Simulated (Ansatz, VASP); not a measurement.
**One calculation of Al2O3, two programs**

Contents of INCAR:

```
SYSTEM = Al2O3
ALGO = Normal
EDIFF = 1E-7
EDIFFG = -0.01
ENCUT = 600
GGA = PE
IBRION = 2
ISIF = 3
ISMEAR = 0
LASPH = .TRUE.
LCHARG = .FALSE.
LREAL = .FALSE.
LWAVE = .FALSE.
NELM = 100
NSW = 100
PREC = Accurate
SIGMA = 0.02
```

The input KPOINTS:

```
k-points
0
G
  6 6 6
  0 0 0
```

Contents of POSCAR:

```
Al2O3
1.0
    2.8802765760     -3.1249902401      0.0000000000
    2.8802765760      3.1249902401      0.0000000000
    0.0000000000      0.0000000000      6.2064615722
Al O
4 6
Direct
    0.0000000000      0.0000000000      0.7998050157
    0.0000000000      0.0000000000      0.2001949843
    0.5000000000      0.5000000000      0.0000000000
    0.5000000000      0.5000000000      0.5000000000
    0.7114997414      0.7114997414      0.7134280669
    0.7114997414      0.7114997414      0.2865719331
    0.2885002586      0.2885002586      0.7134280669
    0.2885002586      0.2885002586      0.2865719331
    0.2082231690      0.7917768310      0.0000000000
    0.7917768310      0.2082231690      0.0000000000
```

Input for Ansatz:

```yaml
crystal:
  lattice:
    - [2.880276576, -3.1249902401, 0.0]
    - [2.880276576, 3.1249902401, 0.0]
    - [0.0, 0.0, 6.2064615722]
  atoms:
    - { symbol: Al, position: [0.0, 0.0, 0.7998050157] }
    - { symbol: Al, position: [0.0, 0.0, 0.2001949843] }
    - { symbol: Al, position: [0.5, 0.5, 0.0] }
    - { symbol: Al, position: [0.5, 0.5, 0.5] }
    - { symbol: O, position: [0.7114997414, 0.7114997414, 0.7134280669] }
    - { symbol: O, position: [0.7114997414, 0.7114997414, 0.2865719331] }
    - { symbol: O, position: [0.2885002586, 0.2885002586, 0.7134280669] }
    - { symbol: O, position: [0.2885002586, 0.2885002586, 0.2865719331] }
    - { symbol: O, position: [0.208223169, 0.791776831, 0.0] }
    - { symbol: O, position: [0.791776831, 0.208223169, 0.0] }
basis:
  ecutwfc: 420
kpoints:
  mp_grid: { grid: [6, 6, 6] }
hamiltonian:
  xc: pbe
scf:
  occupations: { method: gaussian, width: 0.02 }
output:
  forces: true
  stress: true
  eigenvalues: true
relax:
  adjacent_minimum: "off"
  f_tol: 0.01
  max_steps: 80
  cell: { stress_tol: 0.05 }
```

Change from the starting cell: ordered vacancies on the anion sites of rutile (Cmmm, No. 65).

Alike in both runs: task relaxation of cell and atoms; functional PBE; k mesh 6 × 6 × 6; occupations gaussian, width 0.02 eV; no spin polarisation.

|  | VASP | Ansatz |
| --- | --- | --- |
| version | VASP 6.6.1 | Ansatz 0.2.0 |
| potentials or method | VASP PAW PBE potentials, release 64 (Al, O), cutoff 600 eV | scalar-relativistic, plane waves, PAW |
| valence electrons in the cell | 48 | 48 |

Ansatz gave:

* gap on the k mesh at the Fermi level, each at its own relaxed structure (eV): 2.36
* relaxed volume (Å³/atom): 11.17
* relaxed length of the cell vector where the two differ most in proportion (Å): 4.250

Question: Estimate VASP's values.

Answer: gap on the k mesh at the Fermi level, each at its own relaxed structure (eV): 2.35; relaxed volume (Å³/atom): 11.15; relaxed length of the cell vector where the two differ most in proportion (Å): 4.246.
